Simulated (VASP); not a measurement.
Zr:

```
Zr
1.0
    -1.79085    1.79085    1.79085
     1.79085   -1.79085    1.79085
     1.79085    1.79085   -1.79085
Zr
1
Cartesian
  0.0000 0.0000 0.0000
```

Base run:

* Program: VASP 6.6.1
* Functional: PBE
* Potentials or basis: VASP PAW PBE potentials, release 64 (Zr_sv)
* Cutoff: 520 eV
* k mesh: 13 × 13 × 13
* Occupations: fermi-dirac, width 0.05 eV
* Spin: no spin polarisation

Its results: band gap on the k mesh zero (band 6 reaches 9.99 eV, above the bottom of band 7 at 8.27 eV); pressure -0.6 GPa.

**Question.** The run is repeated on the same cell with these changes: functional from PBE to r2SCAN. What comes out?

**Answer.** Band gap on the k mesh zero (band 6 reaches 10.20 eV, above the bottom of band 7 at 8.30 eV); pressure -0.1 GPa.

Caveats: the PAW data sets were made with another functional, which shifts forces and pressure a little (some runs).
